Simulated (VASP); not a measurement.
## ZnCd2Te2: single point with LDA

ZnCd2Te2, a slab with vacuum:

```
CELL_PARAMETERS angstrom
4.53255 0.00000 0.00000
-2.26628 3.92531 0.00000
0.00000 0.00000 19.86723
ATOMIC_POSITIONS crystal
Te 0.00000 0.00000 0.20134
Te 0.33333 0.66667 0.39646
Cd 0.33333 0.66667 0.24791
Cd 0.66667 0.33333 0.42116
Zn 0.88889 0.44444 0.55165
```

- Program: VASP 6.6.1
- Task: single point
- Functional: LDA
- Potentials or basis: VASP PAW LDA potentials, release 64 (Te, Cd, Zn)
- Cutoff: 520 eV
- k mesh: 6 × 6 × 1
- Occupations: gaussian, width 0.05 eV
- Spin: no spin polarisation

* Largest force: 0.414 eV/Å
* Band gap on the k mesh: zero (filled and empty bands touch)

Forces in eV/Å, atoms in the order of the input:
```
Te   0.024  0.014  0.384
Te   0.151  0.087 -0.375
Cd  -0.002 -0.001 -0.376
Cd  -0.087 -0.051  0.351
Zn  -0.086 -0.050  0.016
```

Levels at points of the mesh, in eV from the Fermi level:
```tsv
k point	band 21	band 22	band 23	band 24	band 25	band 26	band 27	band 28
(0.00, 0.00, 0.00)	-1.91	-1.33	-0.28	0.00	0.00	1.38	2.02	3.04
(0.50, 0.00, 0.00)	-2.98	-2.66	-1.06	-0.94	0.27	1.23	1.36	2.64
(0.00, 0.50, 0.00)	-3.10	-2.23	-1.06	-0.82	0.21	0.66	1.80	2.72
```

It took 5.8 min on 1 thread of Intel(R) Xeon(R) 6975P-C (Granite Rapids), with other jobs on the host, peak memory 0.44 GiB.

Caveat: spin-orbit coupling is left out, which moves the levels of the heavy elements.
